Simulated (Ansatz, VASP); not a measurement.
## One calculation of Hf, two programs

```xyz
2
Lattice="3.1967 0.0000 0.0000 -1.5983 2.7684 0.0000 0.0000 0.0000 5.0578" Properties=species:S:1:pos:R:3 pbc="T T T"
Hf    1.5984    0.9228    3.7934
Hf    0.0000    1.8456    1.2645
```

Alike in both runs: functional PBE; dispersion D4; k mesh 10 × 10 × 5; occupations fermi-dirac, width 0.01 eV; non-collinear spin, spin-orbit coupling.

```csv
,VASP,Ansatz
version,VASP 6.6.1,Ansatz 0.2.0
potentials or method,"VASP PAW PBE potentials, release 64 (Hf_pv)",Ansatz PAW
plane-wave cutoff (eV),520,420
valence electrons in the cell,20,52
task,single point,atomic charges
```

Ansatz gave:

| Quantity | Value |
| --- | --- |
| pressure (GPa) | -1.3 |
| traceless stress, the component that is largest in VASP (GPa) | -0.29 |
| net moment per atom (μB) | 0.00 |

**Question.** Estimate VASP's values.

**Answer.** Pressure (GPa): -1.8; traceless stress, the component that is largest in VASP (GPa): -0.33; net moment per atom (μB): 0.00.

VASP's potentials hold 20 valence electrons a cell and Ansatz's 52, so a difference there can come from the potentials and not from the codes.
